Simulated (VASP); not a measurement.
Input of a VASP 6.6.1 run:

INCAR

```
SYSTEM = In
PREC = Accurate
ENCUT = 520
EDIFF = 1E-7
ISMEAR = 0
SIGMA = 0.15
LREAL = .FALSE.
LASPH = .TRUE.
NELM = 80
ALGO = Fast
ISIF = 2
LWAVE = .FALSE.
LCHARG = .FALSE.
NBANDS = 12
```

Contents of KPOINTS:

```
regular mesh
0
G
  22 22 22
  0 0 0
```

File POSCAR:

```
In
1.0
   -1.7166732042      1.7166732042      2.2199176722
    1.7166732042     -1.7166732042      2.2199176722
    1.7166732042      1.7166732042     -2.2199176722
In
1
Direct
    0.0000000000      0.0000000000      0.0000000000
```

Potentials or basis: VASP PAW LDA potentials, release 64 (In_d).

The run is started by

```bash
$ cat potpaw_LDA.64/In_d/POTCAR > POTCAR
$ mpirun -np 1 vasp_std > vasp.out
```

(1) Estimate the band gap on the k mesh.

(2) Estimate the pressure.

Answers

(1) zero (an odd number of electrons rules out a gap without spin polarisation).

(2) -2.6 GPa.

Caveat: spin-orbit coupling is left out, which moves the levels of the heavy elements.
